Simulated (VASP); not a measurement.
The system is NbSi.

```xyz
2
Lattice="3.1564 0.0000 0.0000 0.0000 3.1564 0.0000 0.0000 0.0000 3.1564" Properties=species:S:1:pos:R:3 pbc="T T T"
Nb    0.0000    0.0000    0.0000
Si    1.5782    1.5782    1.5782
```

```yaml
Program: VASP 6.6.1
Task: relaxation of cell and atoms
Functional: r2SCAN
Potentials_or_basis: VASP PAW PBE potentials, release 64 (Nb_sv, Si)
Cutoff: 600 eV
k_mesh: 8 × 8 × 8
Occupations: fermi-dirac, width 0.05 eV
Spin: no spin polarisation
Hubbard_terms: Nb d U = 3.0 eV
```

At the start: pressure 2.7 GPa; volume 15.72 Å³/atom.

Task: Where does the relaxation end?

Result: Over 3 steps the energy falls by 2.0 meV/atom and the volume is 15.97 Å³/atom (+1.6 %); space group Pm-3m (No. 221, to 0.1 Å) before and after.

Step by step:
```
step  energy change (eV)  largest force (eV/Å)  pressure (GPa)  volume (Å³)
   1              0.0000                0.0000            2.67        31.45
   2              0.0039                0.0000           -3.50        32.66
   3             -0.0040                0.0000            0.00        31.94
```

Final structure:
```
Nb Si
1.0
     3.17295    0.00000    0.00000
     0.00000    3.17295    0.00000
     0.00000    0.00000    3.17295
Nb Si
1 1
Cartesian
  0.0000 0.0000 0.0000
  1.5865 1.5865 1.5865
```

Caveat: the PAW data sets were made with another functional, which shifts forces and pressure a little; an odd number of electrons without spin polarisation forces a metal; a magnetic or distorted state may lie lower; U without spin polarisation on a metal has little footing; the U is typed as a test and isn't derived for this compound.
